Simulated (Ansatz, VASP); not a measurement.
# Two plane-wave programs on PbS

POSCAR

```
PbS
1.0
    2.1612500000      1.2477982693      3.1748000000
   -2.1612500000      1.2477982693      3.1748000000
    0.0000000000     -2.4955965386      3.1748000000
Pb S
1 1
Direct
    0.9781509158      0.9781509158      0.9781509158
    0.4774504142      0.4774504142      0.4774504142
```

File INCAR.step1:

```
SYSTEM = PbS
PREC = Accurate ; ENCUT = 520
ISMEAR = 0 ; SIGMA = 0.05
LREAL = .False. ; LASPH = .True.
NELM = 80 ; NBANDS = 17
GGA = PE ; ALGO = Normal
EDIFF = 1E-4 ; LWAVE = .True.
LCHARG = .False.
```

INCAR.step2

```
SYSTEM = PbS
PREC = Accurate ; ENCUT = 520
EDIFF = 1E-6 ; ISMEAR = 0
SIGMA = 0.05 ; LREAL = .False.
LASPH = .True. ; NELM = 80
ALGO = Normal ; ISIF = 2
LWAVE = .False. ; LCHARG = .False.
METAGGA = R2SCAN ; LMIXTAU = .True.
NBANDS = 17 ; ISTART = 1
```

KPOINTS

```
Automatic mesh
0
Gamma
  9 9 9
  0 0 0
```

Input for Ansatz:

```yaml
crystal:
  lattice:
    - [2.16125, 1.2477982693, 3.1748]
    - [-2.16125, 1.2477982693, 3.1748]
    - [0.0, -2.4955965386, 3.1748]
  atoms:
    - { symbol: Pb, position: [0.9781509158, 0.9781509158, 0.9781509158] }
    - { symbol: S, position: [0.4774504142, 0.4774504142, 0.4774504142] }
basis:
  ecutwfc: 500
kpoints:
  mp_grid: { grid: [9, 9, 9] }
hamiltonian:
  xc: r2scan
scf:
  occupations: { method: gaussian, width: 0.05 }
output:
  forces: true
  stress: true
  eigenvalues: true
```

Alike in both runs: task single point; functional r2SCAN; k mesh 9 × 9 × 9; occupations gaussian, width 0.05 eV; no spin polarisation.

|  | VASP | Ansatz |
| --- | --- | --- |
| version | VASP 6.6.1 | Ansatz 0.2.0 |
| potentials or method | VASP PAW PBE potentials, release 64 (Pb_d, S), cutoff 520 eV | scalar-relativistic, plane waves, PAW |
| valence electrons in the cell | 20 | 20 |

|  | VASP | Ansatz | Ansatz less VASP |
| --- | --- | --- | --- |
| pressure (GPa) | 2.0 | 2.0 | +0.02 |
| traceless stress, the component that is largest in VASP (GPa) | 2.32 | 2.32 | 0.000 |
| rms of the force components (eV/Å) | 0.004 | 0.004 | -0.0002 |

VASP's potentials were made for PBE, not for r2SCAN. Atom by atom the forces differ by 0.000 eV/Å (rms over components).

Neither program's run includes spin-orbit coupling.
